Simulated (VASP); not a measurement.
A run of VASP 6.6.1:

INCAR

```
SYSTEM = Cr
  AGGAC = 1.0
  AGGAX = 1.0
  ALDAC = 0.0
  ALDAX = 1.0
  ALGO = Normal
  EDIFF = 1E-6
  EDIFFG = -0.01
  ENCUT = 600
  GGA = B5
  IBRION = 2
  ISIF = 3
  ISMEAR = -1
  LASPH = .TRUE.
  LCHARG = .FALSE.
  LREAL = .FALSE.
  LWAVE = .FALSE.
  NELM = 100
  NSW = 80
  PREC = Accurate
  SIGMA = 0.1
```

File KPOINTS:

```
k-points
0
G
  9 9 13
  0 0 0
```

Contents of POSCAR:

```
Cr
1.0
    4.0770582338      0.0000000000      0.0000000000
   -2.0385291169      3.5308360031      0.0000000000
    0.0000000000      0.0000000000      2.4992366973
Cr
3
Direct
    0.0000000000      0.0000000000      0.0000000000
    0.3333333333      0.6666666667      0.5000000000
    0.6666666667      0.3333333333      0.5000000000
```

Potentials or basis: VASP PAW PBE potentials, release 64 (Cr_pv).

The run is started by

```sh
$ cat potpaw_PBE.64/Cr_pv/POTCAR > POTCAR
$ mpirun -np 1 vasp_std > vasp.out
```

Hardware: 1 thread of Intel Xeon 8259CL (shared host).

**Question.** Estimate the wall time of this run.

**Answer.** Wall time 11 min on 1 thread of Intel Xeon 8259CL, on a shared host, peak memory 0.21 GiB. Counts: scf iterations 79, k points 84, ion steps 8.
